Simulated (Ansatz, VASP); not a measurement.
# One calculation of HgTe, two programs

```
Hg Te
1.0
     0.00000    3.26975    3.26975
     3.26975    0.00000    3.26975
     3.26975    3.26975    0.00000
Hg Te
1 1
Direct
  0.00000 0.00000 0.00000
  0.25000 0.25000 0.25000
```

Alike in both runs: task single point; functional PBE; k mesh 10 × 10 × 10; occupations gaussian, width 0.05 eV; non-collinear spin, spin-orbit coupling.

|  | VASP | Ansatz |
| --- | --- | --- |
| version | VASP 6.6.1 | Ansatz 0.2.0 |
| potentials or method | VASP PAW PBE potentials, release 64 (Hg, Te), cutoff 520 eV | plane waves, PAW |
| valence electrons in the cell | 18 | 36 |

Ansatz gave:

| Property | Result |
| --- | --- |
| pressure (GPa) | 1.6 |

Problem. Estimate VASP's values.

Solution. Pressure (GPa): 1.8.

VASP's potentials hold 18 valence electrons a cell and Ansatz's 36, so a difference there can come from the potentials and not from the codes.
